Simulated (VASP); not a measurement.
# Ga3Sb (Pmmm) in VASP: further runs

The runs below take Ga3Sb through single point, relaxation of cell and atoms, with PBE.

Everything below comes from runs of VASP 6.6.1. Logs are shortened: lines on timing, memory, paths and dates and some standing lists are left out, and cuts for length are marked.

### 1 The cell of the first run

Symmetry: Pmmm, No. 47, orthorhombic system. The conventional cell has a = 2.850 Å, b = 5.169 Å, c = 8.051 Å, α = 90.00°, β = 90.00°, γ = 90.00°. Within 3.5 Å of Ga (site symmetry mm2) lie 4 Ga at 2.65 to 2.85 Å and 2 Sb at 2.93 Å. Ga (site symmetry mmm) has 4 Ga at 2.65 to 2.85 Å within 3.5 Å. Within 3.8 Å of Sb (site symmetry mmm) lie 2 Sb at 2.85 Å and 4 Ga at 2.93 Å.

### 2 Single point, PBE

INCAR reads:

```
SYSTEM = Ga3Sb
PREC = Accurate ; ENCUT = 520
EDIFF = 1E-7 ; ISMEAR = 0
SIGMA = 0.1 ; LREAL = .FALSE.
LASPH = .TRUE. ; NELM = 80
ALGO = Fast ; ISIF = 2
LWAVE = .FALSE. ; LCHARG = .FALSE.
GGA = PE ; NBANDS = 30
```

KPOINTS reads:

```
Automatic mesh
0
G
  6 4 4
  0 0 0
```

POSCAR reads:

```
Ga3Sb
1.0
    2.8499867960      0.0000000000      0.0000000000
    0.0000000000      5.1690481563      0.0000000000
    0.0000000000      0.0000000000      8.0511844667
Ga Sb
3 1
Direct
    0.5000000000      0.0000000000      0.8293081095
    0.5000000000      0.0000000000      0.1706918905
    0.5000000000      0.0000000000      0.5000000000
    0.5000000000      0.5000000000      0.0000000000
```

Potentials or basis: VASP PAW PBE potentials, release 64 (Ga_d, Sb).

The run is started by

```
$ cat potpaw_PBE.64/Ga_d/POTCAR potpaw_PBE.64/Sb/POTCAR > POTCAR
$ mpirun -np 1 vasp_std > vasp.out
```

OUTCAR:

```text
SYSTEM = Ga3Sb
   PREC = Accurate
   ENCUT = 520
   EDIFF = 1E-7
   ISMEAR = 0
   LREAL = .FALSE.
   LASPH = .TRUE.
   NELM = 80
   ISIF = 2
   GGA = PE

 ion  position               nearest neighbor table
   1  0.500  0.000  0.829-   3 2.65   2 2.75   4 2.93   4 2.93
   2  0.500  0.000  0.171-   3 2.65   1 2.75   4 2.93   4 2.93
   3  0.500  0.000  0.500-   1 2.65   2 2.65
   4  0.500  0.500  0.000-   1 2.93   2 2.93   1 2.93   2 2.93

  LATTYP: Found a simple orthorhombic cell.
 ALAT       =     2.8499867960
 B/A-ratio  =     1.8137095104
 C/A-ratio  =     2.8249900940

  Lattice vectors:

 A1 = (   2.8499867960,   0.0000000000,   0.0000000000)
 A2 = (   0.0000000000,   5.1690481563,   0.0000000000)
 A3 = (   0.0000000000,   0.0000000000,   8.0511844667)

Analysis of symmetry for initial positions (statically):
=====================================================================
 Subroutine PRICEL returns:
 Original cell was already a primitive cell.

 Routine SETGRP: Setting up the symmetry group for a
 simple orthorhombic supercell.

 Subroutine GETGRP returns: Found  8 space group operations
 (whereof  8 operations were pure point group operations)
 out of a pool of  8 trial point group operations.

The static configuration has the point symmetry D_2h.

Analysis of symmetry for dynamics (positions and initial velocities):
=====================================================================
 Subroutine PRICEL returns:
 Original cell was already a primitive cell.

 Routine SETGRP: Setting up the symmetry group for a
 simple orthorhombic supercell.

 Subroutine GETGRP returns: Found  8 space group operations
 (whereof  8 operations were pure point group operations)
 out of a pool of  8 trial point group operations.

The dynamic configuration has the point symmetry D_2h.

 Subroutine INISYM returns: Found  8 space group operations
 (whereof  8 operations are pure point group operations),
 and found     1 'primitive' translations

----------------------------------------------------------------------------------------

                                     Primitive cell

  volume of cell :     118.6078

  direct lattice vectors                    reciprocal lattice vectors
     2.849986796  0.000000000  0.000000000     0.350878819  0.000000000  0.000000000
     0.000000000  5.169048156  0.000000000     0.000000000  0.193459215  0.000000000
     0.000000000  0.000000000  8.051184467     0.000000000  0.000000000  0.124205327

  length of vectors
     2.849986796  5.169048156  8.051184467     0.350878819  0.193459215  0.124205327

  position of ions in fractional coordinates (direct lattice)
     0.500000000  0.000000000  0.829308109
     0.500000000  0.000000000  0.170691891
     0.500000000  0.000000000  0.500000000
     0.500000000  0.500000000  0.000000000

  ion indices of the primitive-cell ions
   primitive index   ion index
                 1           1
                 2           2
                 3           3
                 4           4

----------------------------------------------------------------------------------------

 KPOINTS: Automatic mesh

Automatic generation of k-mesh.
 Grid dimensions read from file:
 generate k-points for:    6    4    4

 Generating k-lattice:

  Cartesian coordinates                     Fractional coordinates (reciprocal lattice)
     0.058479803  0.000000000  0.000000000     0.166666667  0.000000000  0.000000000
     0.000000000  0.048364804  0.000000000     0.000000000  0.250000000  0.000000000
     0.000000000  0.000000000  0.031051332     0.000000000  0.000000000  0.250000000

  Length of vectors
     0.058479803  0.048364804  0.031051332

  Shift w.r.t. Gamma in fractional coordinates (k-lattice)
     0.000000000  0.000000000  0.000000000

 Subroutine IBZKPT returns following result:
 ===========================================

 Found     36 irreducible k-points:

 Following reciprocal coordinates:
            Coordinates               Weight
  0.000000  0.000000  0.000000      1.000000
  0.166667  0.000000  0.000000      2.000000
  0.333333  0.000000  0.000000      2.000000
  0.500000  0.000000  0.000000      1.000000
  0.000000  0.250000  0.000000      2.000000
  0.166667  0.250000  0.000000      4.000000
[... 16 lines left out ...]
  0.333333  0.500000  0.250000      4.000000
  0.500000  0.500000  0.250000      2.000000
 [... further k-points ...]
   k-points           NKPTS =     36   k-points in BZ     NKDIM =     36   number of bands    NBANDS=     30
   number of dos      NEDOS =    301   number of ions     NIONS =      4
   total plane-waves  NPLWV =  57600
   dimension x,y,z NGX =    24 NGY =   40 NGZ =   60
   dimension x,y,z NGXF=    48 NGYF=   80 NGZF=  120
   ions per type =               3   1
   NGX,Y,Z   is equivalent  to a cutoff of  14.00, 12.86, 12.39 a.u.
   NGXF,Y,Z  is equivalent  to a cutoff of  28.00, 25.73, 24.78 a.u.
 SYSTEM =  Ga3Sb
   PREC   = accura    normal or accurate (medium, high low for compatibility)
   ISTART =      0    job   : 0-new  1-cont  2-samecut
   ICHARG =      2    charge: 1-file 2-atom 10-const
   ISPIN  =      1    spin polarized calculation?
   LNONCOLLINEAR =      F non collinear calculations
   LSORBIT =      F    spin-orbit coupling
   LASPH  =      T    aspherical Exc in radial PAW
   ENCUT  =  520.0 eV  38.22 Ry    6.18 a.u.   5.30  9.61 14.97*2*pi/ulx,y,z
   NELM   =     80;   NELMIN=  2; NELMDL= -5     # of ELM steps
   EDIFF  = 0.1E-06   stopping-criterion for ELM
   LREAL  =      F    real-space projection
   EDIFFG = 0.1E-05   stopping-criterion for IOM
   NSW    =      0    number of steps for IOM
   IBRION =     -1    ionic relax: 0-MD 1-quasi-New 2-CG
   NFREE  =      0    steps in history (QN), initial steepest desc. (CG)
   ISIF   =      2    stress and relaxation
   ISYM   =      2    0-nonsym 1-usesym 2-fastsym
   POTIM  = 0.5000    time-step for ionic-motion
   TEBEG  =    0.0;   TEEND  =   0.0 temperature during run
   PSTRESS=    0.0 pullay stress
   NELECT =      44.0000    total number of electrons
   NUPDOWN=      -1.0000    fix difference up-down
   EMIN   =  10.00;   EMAX   =-10.00  energy-range for DOS
   EFERMI =   0.00;   METHOD = LEGACY
   ISMEAR =     0;   SIGMA  =   0.10  broadening in eV -4-tet -1-fermi 0-gaus
   EFERMI_NEDOS =   21; number of points for ismear=-14 and -15
   IALGO  =     68    algorithm
   IMIX   =      4    mixing-type and parameters
     AMIX     =   0.40;   BMIX     =  1.00
     AMIX_MAG =   1.60;   BMIX_MAG =  1.00
  volume/ion in A,a.u.               =      29.65       200.10
  Fermi-wavevector in a.u.,A,eV,Ry     =   1.176309  2.222901 18.826412  1.383702
  Thomas-Fermi vector in A             =   2.312675
   LORBIT       =      0    0 simple, 1 ext, 2 COOP (PROOUT), +10 PAW based schemes
   GGA     = PE    functional components
   LHFCALC =     F    Hartree Fock is set to
   AEXX    =    0.0000 exact exchange contribution
   IVDW    =     0    specifies the selected vdW correction
   LEPSILON=     F    determine dielectric tensor
   LRPA    =     F    only Hartree local field effects (RPA)
 non-spin polarized calculation
 RMM-DIIS sequential band-by-band and
 Gauss-broadening in eV      SIGMA  =   0.10
  energy-cutoff  :      520.00
  volume of cell :      118.61
 maximum number of plane-waves:      3230
 NGX is ok and might be reduce to    24
   NGX = 11   NGY = 19   NGZ = 29

 number of electron      43.9999991 magnetization

 Free energy of the ion-electron system (eV)
  ---------------------------------------------------
  ext. energy  EPLUGINS =         0.00000000
  ---------------------------------------------------
  free energy    TOTEN  =       -11.86387773 eV

  energy without entropy =      -11.85856322  energy(sigma->0) =      -11.86122048

 E-fermi :   3.3626     XC(G=0):  -8.6894

 val. band max:        3.3003870955   @ k =   0.1667   0.0000   0.5000
 cond. band min:       3.4026987387   @ k =   0.0000   0.5000   0.0000
 fundamental gap:      0.1023116433
 Fermi energy:         3.3626211109

 k-point     1 :       0.0000    0.0000    0.0000
  band No.  band energies     occupation
      1     -12.0411      2.00000
      2     -11.9517      2.00000
      3     -11.8638      2.00000
      4     -11.8189      2.00000
      5     -11.7577      2.00000
      6     -11.6434      2.00000
[... 22 lines left out ...]
     29      11.2504      0.00000
     30      12.1236      0.00000

 k-point     2 :       0.1667    0.0000    0.0000
  band No.  band energies     occupation
      1     -11.9739      2.00000
      2     -11.9410      2.00000
      3     -11.8594      2.00000
      4     -11.8497      2.00000
      5     -11.7931      2.00000
      6     -11.5737      2.00000
[... 22 lines left out ...]
     29       9.9263      0.00000
     30      10.1251      0.00000

 k-point     3 :       0.3333    0.0000    0.0000
  band No.  band energies     occupation
      1     -11.9364      2.00000
      2     -11.9104      2.00000
      3     -11.8618      2.00000
      4     -11.8505      2.00000
      5     -11.8298      2.00000
      6     -11.5413      2.00000
[... 22 lines left out ...]
     29       7.0408      0.00000
     30       8.8652      0.00000

 k-point     4 :       0.5000    0.0000    0.0000
  band No.  band energies     occupation
      1     -11.9402      2.00000
      2     -11.9299      2.00000
      3     -11.8954      2.00000
      4     -11.8461      2.00000
      5     -11.7669      2.00000
      6     -11.5775      2.00000
[... 22 lines left out ...]
     29       7.6088      0.00000
     30       8.3932      0.00000

 k-point     5 :       0.0000    0.2500    0.0000
  band No.  band energies     occupation
      1     -12.0410      2.00000
      2     -11.9514      2.00000
      3     -11.8641      2.00000
      4     -11.8189      2.00000
      5     -11.7577      2.00000
      6     -11.6416      2.00000
[... 22 lines left out ...]
     29      10.3630      0.00000
     30      11.7349      0.00000
[... 526 lines left out ...]
     29      10.8672      0.00000
     30      11.6729      0.00000

 k-point    22 :       0.1667    0.5000    0.2500
  band No.  band energies     occupation
      1     -11.9680      2.00000
      2     -11.9322      2.00000
      3     -11.8617      2.00000
      4     -11.8499      2.00000
      5     -11.7942      2.00000
      6     -11.5983      2.00000
[... 22 lines left out ...]
     29       9.2471      0.00000
     30       9.5525      0.00000

 k-point    23 :       0.3333    0.5000    0.2500
  band No.  band energies     occupation
      1     -11.9234      2.00000
      2     -11.9108      2.00000
      3     -11.8638      2.00000
      4     -11.8525      2.00000
      5     -11.8267      2.00000
      6     -11.5438      2.00000
[... 22 lines left out ...]
     29       8.8099      0.00000
     30       9.5700      0.00000

 k-point    24 :       0.5000    0.5000    0.2500
  band No.  band energies     occupation
      1     -11.9407      2.00000
      2     -11.9174      2.00000
      3     -11.8979      2.00000
      4     -11.8479      2.00000
      5     -11.7617      2.00000
      6     -11.5645      2.00000
[... 22 lines left out ...]
     29       8.7619      0.00000
     30       9.1025      0.00000

 [... further k-points ...]
[... 5 lines left out ...]
  --------------------------------------------------------------------------------------
  -------------------------------------------------------------------------------------
  Total        0.3178848     -0.1986319      0.1661023      0.0000000      0.0000000      0.0000000
  in kB        4.2940501     -2.6831594      2.2437431      0.0000000      0.0000000      0.0000000
  external PRESSURE =       1.2848780 kB  Pullay stress =       0.0000000 kB

 VOLUME and BASIS-vectors are now :
 -----------------------------------------------------------------------------
  energy-cutoff  :      520.00
  volume of cell :      118.61
      direct lattice vectors                 reciprocal lattice vectors
     2.849986796  0.000000000  0.000000000     0.350878819  0.000000000  0.000000000
     0.000000000  5.169048156  0.000000000     0.000000000  0.193459215  0.000000000
     0.000000000  0.000000000  8.051184467     0.000000000  0.000000000  0.124205327

 POSITION                                       TOTAL-FORCE (eV/Angst)
 -----------------------------------------------------------------------------------
      1.42499      0.00000      6.67691         0.000000      0.000000     -0.017771
      1.42499      0.00000      1.37427         0.000000      0.000000      0.017771
      1.42499      0.00000      4.02559         0.000000      0.000000      0.000000
      1.42499      2.58452      0.00000         0.000000      0.000000      0.000000
 -----------------------------------------------------------------------------------
    total drift:                                0.000000      0.000000      0.000000

  FREE ENERGIE OF THE ION-ELECTRON SYSTEM (eV)
  ---------------------------------------------------
  free  energy   TOTEN  =       -11.8638777306 eV

  energy  without entropy=      -11.8585632230  energy(sigma->0) =      -11.86122048
```

Run time: 54 s. Hardware: 1 thread of Intel Xeon 6975P-C (Granite Rapids), shared host; peak memory 0.29 GiB.

What came out:

```yaml
Free_energy: -11.8639 eV
Pressure: 0.1 GPa
Largest_force: 0.018 eV/Å
Band_gap_on_the_k_mesh: zero (band 22 reaches 4.30 eV, above the bottom of band 23 at 2.44 eV)
```

Forces on the atoms (eV/Å):
```
Ga   0.000  0.000 -0.018
Ga   0.000  0.000  0.018
Ga   0.000  0.000  0.000
Sb   0.000  0.000  0.000
```

Stress tensor (GPa, compression positive):
```
 0.43  0.00  0.00
 0.00 -0.27  0.00
 0.00  0.00  0.22
```

Caveat: the k points lie up to 0.37 Å⁻¹ apart; spin-orbit coupling is left out, which moves the levels of the heavy elements.

### 3 Single point, PBE

This run uses another cell than the first one, of 25.68 Å³/atom, 0.866 times its volume.

INCAR reads:

```
PREC = Accurate ; ENCUT = 520
EDIFF = 1E-6 ; ISMEAR = 0
SIGMA = 0.1 ; LREAL = False
LASPH = True ; NELM = 60
ALGO = Fast ; ISIF = 2
LWAVE = False ; LCHARG = False
GGA = PE ; NBANDS = 30
```

KPOINTS reads:

```
Automatic mesh
0
Gamma
  6 4 4
```

POSCAR reads:

```
Ga3Sb
1.0
    3.3900099700      0.0000000000      0.0000000000
    0.0000000000      5.3397587300      0.0000000000
    0.0000000000      0.0000000000      5.6747982800
Ga Sb
3 1
Direct
    0.5000000000      0.0000000000      0.7986036400
    0.5000000000      0.0000000000      0.2013963600
    0.5000000000      0.0000000000      0.5000000000
    0.5000000000      0.5000000000      0.0000000000
```

Potentials or basis: VASP PAW PBE potentials, release 64 (Ga_d, Sb).

The run is started by

```
$ cat potpaw_PBE.64/Ga_d/POTCAR potpaw_PBE.64/Sb/POTCAR > POTCAR
$ mpirun -np 1 vasp_std > vasp.out
```

Run time: 42 s. Hardware: 1 thread of Intel Xeon 6975P-C (Granite Rapids), shared host; peak memory 0.26 GiB.

Results (log left out):

```
Free energy            : -0.3938 eV
Pressure               : 43.7 GPa
Largest force          : 22.769 eV/Å
Band gap on the k mesh : zero (band 22 reaches 6.16 eV, above the bottom of band 23 at 3.08 eV)
```

Forces in eV/Å, atoms in the order of the input:
```
Ga    0.000   0.000  22.769
Ga    0.000   0.000 -22.769
Ga    0.000   0.000   0.000
Sb    0.000   0.000   0.000
```

Stress tensor (GPa, compression positive):
```
 -4.92   0.00   0.00
  0.00   1.65   0.00
  0.00   0.00 134.31
```

Levels at points of the mesh, in eV from the Fermi level:
```csv
k point,band 19,band 20,band 21,band 22,band 23,band 24,band 25,band 26
"(0.00, 0.00, 0.00)",-4.33,-4.30,-0.21,1.30,1.57,1.88,4.23,4.26
"(0.50, 0.00, 0.00)",-4.52,-3.09,-2.88,-1.77,0.90,1.14,2.56,2.59
"(0.00, 0.50, 0.00)",-5.77,-2.10,-1.08,1.90,2.11,3.41,3.53,5.99
"(0.50, 0.50, 0.00)",-4.50,-3.75,-2.99,-0.73,0.39,1.12,1.90,3.27
"(0.00, 0.00, 0.50)",-3.75,-1.31,-1.29,-1.13,2.55,2.83,3.04,6.00
"(0.50, 0.00, 0.50)",-3.78,-2.80,-2.55,-0.18,-0.08,0.02,0.17,4.30
"(0.00, 0.50, 0.50)",-3.46,-1.67,2.04,2.10,2.12,2.36,3.09,3.44
"(0.50, 0.50, 0.50)",-2.92,-2.68,-2.01,-1.96,-0.73,3.25,3.39,3.40
```

Caveat: spin-orbit coupling is left out, which moves the levels of the heavy elements; forces of over 1 eV/Å act on the atoms, so gaps and moduli don't describe the material at rest.

[end of part 1 of 2]
